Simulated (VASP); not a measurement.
A run of VASP 6.6.1 is set up as follows.

File INCAR:

```
ALGO = Normal ; EDIFF = 1E-6
ENCUT = 520 ; GGA = PE
ISIF = 2 ; ISMEAR = 0
LASPH = T ; LCHARG = F
LREAL = F ; LWAVE = F
NBANDS = 16 ; NELM = 80
PREC = Accurate ; SIGMA = 0.05
```

KPOINTS

```
k-points
0
Gamma
  12 12 6
```

The input POSCAR:

```
SiC
1.0
    3.0650400263      0.0000000000      0.0000000000
   -1.5325200132      2.6544025264      0.0000000000
    0.0000000000      0.0000000000      5.1636729323
Si C
2 2
Direct
    0.3333333333      0.6666666667      0.0045639005
    0.6666666667      0.3333333333      0.5045639005
    0.3333333333      0.6666666667      0.3506168194
    0.6666666667      0.3333333333      0.8506168194
```

Potentials or basis: VASP PAW PBE potentials, release 64 (Si, C).

The run is started by

```sh
$ cat potpaw_PBE.64/Si/POTCAR potpaw_PBE.64/C/POTCAR > POTCAR
$ mpirun -np 1 vasp_std > vasp.out
```

Q: Estimate the largest force.

A: 3.094 eV/Å.

Q: Predict the band gap on the k mesh.

A: 1.08 eV (least direct gap 3.80 eV).

Stress tensor (GPa, compression positive):
```
-0.15  0.00  0.00
 0.00 -0.15  0.00
 0.00  0.00  3.80
```

Caveat: forces of over 1 eV/Å act on the atoms, so gaps and moduli don't describe the material at rest. A k mesh can miss the band edges.
